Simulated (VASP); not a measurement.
A run of VASP 6.6.1 is set up as follows.

The input INCAR:

```
SYSTEM = MnS
PREC = Accurate
ENCUT = 680
EDIFF = 1E-7
ISMEAR = -1
SIGMA = 0.05
LREAL = .False.
LASPH = .True.
NELM = 200
ALGO = Normal
ISIF = 3
LWAVE = .False.
LCHARG = .False.
ISPIN = 2
MAGMOM = 4 0
LORBIT = 11
LMAXMIX = 4
LDAU = .True.
LDAUTYPE = 2
LDAUL = 2 -1
LDAUU = 4 0
LDAUJ = 0 0
LDAUPRINT = 1
GGA = CA
IBRION = 2
NSW = 60
EDIFFG = -0.01
GGA_COMPAT = .False.
NELMIN = 4
```

File KPOINTS:

```
regular mesh
0
Gamma
  9 9 9
  0 0 0
```

POSCAR

```
MnS
1.0
    0.0000000000      2.6045000000      2.6045000000
    2.6045000000      0.0000000000      2.6045000000
    2.6045000000      2.6045000000      0.0000000000
Mn S
1 1
Direct
    0.0000000000      0.0000000000      0.0000000000
    0.5000000000      0.5000000000      0.5000000000
```

Potentials or basis: VASP PAW LDA potentials, release 64 (Mn_sv, S).

The run is started by

```bash
$ cat potpaw_LDA.64/Mn_sv/POTCAR potpaw_LDA.64/S/POTCAR > POTCAR
$ mpirun -np 1 vasp_std > vasp.out
```

Problem. Predict the band gap on the k mesh.

Solution. Zero (filled and empty bands overlap).

Problem. What does it give for the net moment?

Solution. 4.98 μB per cell.

Problem. What does it give for the relaxed volume?

Solution. 16.95 Å³/atom.

Problem. Estimate the space group after relaxing (to 0.1 Å).

Solution. Fm-3m (No. 225).

The path:
```csv
step,energy change (eV),largest force (eV/Å),pressure (GPa),volume (Å³)
1,0.0000,0.0000,-3.53,35.33
2,-0.0141,0.0000,1.35,33.38
3,-0.0163,0.0000,0.02,33.89
```

Caveat: a cell with one magnetic atom can't hold antiferromagnetic order, which such compounds often take. Zero-point motion and thermal expansion aren't in these numbers.
